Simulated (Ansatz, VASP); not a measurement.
One calculation of Cd4SbO, two programs

INCAR

```
PREC = Accurate ; ENCUT = 520
EDIFF = 1E-6 ; ISMEAR = 0
SIGMA = 0.1 ; LREAL = F
LASPH = T ; NELM = 80
ALGO = Fast ; ISIF = 2
LWAVE = F ; LCHARG = F
GGA = PE ; NBANDS = 38
```

The input KPOINTS:

```
Automatic mesh
0
Gamma
  4 4 4
```

File POSCAR:

```
Cd4SbO
1.0
    0.0000000000      4.2129099600      4.2129099600
    4.2129099600      0.0000000000      4.2129099600
    4.2129099600      4.2129099600      0.0000000000
Cd Sb O
4 1 1
Direct
    0.1347715900      0.1347715900      0.1347715900
    0.1347715900      0.1347715900      0.5956852400
    0.1347715900      0.5956852400      0.1347715900
    0.5956852400      0.1347715900      0.1347715900
    0.7500000000      0.7500000000      0.7500000000
    0.5000000000      0.5000000000      0.5000000000
```

Input for Ansatz:

```yaml
crystal:
  lattice:
    - [0.0, 4.21290996, 4.21290996]
    - [4.21290996, 0.0, 4.21290996]
    - [4.21290996, 4.21290996, 0.0]
  atoms:
    - { symbol: Cd, position: [0.13477159, 0.13477159, 0.13477159] }
    - { symbol: Cd, position: [0.13477159, 0.13477159, 0.59568524] }
    - { symbol: Cd, position: [0.13477159, 0.59568524, 0.13477159] }
    - { symbol: Cd, position: [0.59568524, 0.13477159, 0.13477159] }
    - { symbol: Sb, position: [0.75, 0.75, 0.75] }
    - { symbol: O, position: [0.5, 0.5, 0.5] }
basis:
  ecutwfc: 420
kpoints:
  mp_grid: { grid: [4, 4, 4] }
hamiltonian:
  xc: pbe
scf:
  occupations: { method: gaussian, width: 0.1 }
  lower_state_search: "off"
output:
  forces: true
  stress: true
  eigenvalues: true
```

Alike in both runs: task single point; functional PBE; k mesh 4 × 4 × 4; occupations gaussian, width 0.1 eV; no spin polarisation.

|  | VASP | Ansatz |
| --- | --- | --- |
| version | VASP 6.6.1 | Ansatz 0.2.0 |
| potentials or method | VASP PAW PBE potentials, release 64 (Cd, Sb, O), cutoff 520 eV | scalar-relativistic, plane waves, PAW |
| valence electrons in the cell | 59 | 101 |

VASP gave:

* gap on the k mesh at the Fermi level (eV): none
* pressure (GPa): -3.3
* rms of the force components (eV/Å): 0.939

Task: What did Ansatz give for the same quantities?

Result: gap on the k mesh at the Fermi level (eV): none; pressure (GPa): -3.5; rms of the force components (eV/Å): 0.907.

Atom by atom the forces differ by 0.032 eV/Å (rms over components). A gap of «none» marks a metal or a gap that the smearing closes. VASP's potentials hold 59 valence electrons a cell and Ansatz's 101, so a difference there can come from the potentials and not from the codes.

Spin-orbit coupling is off throughout.
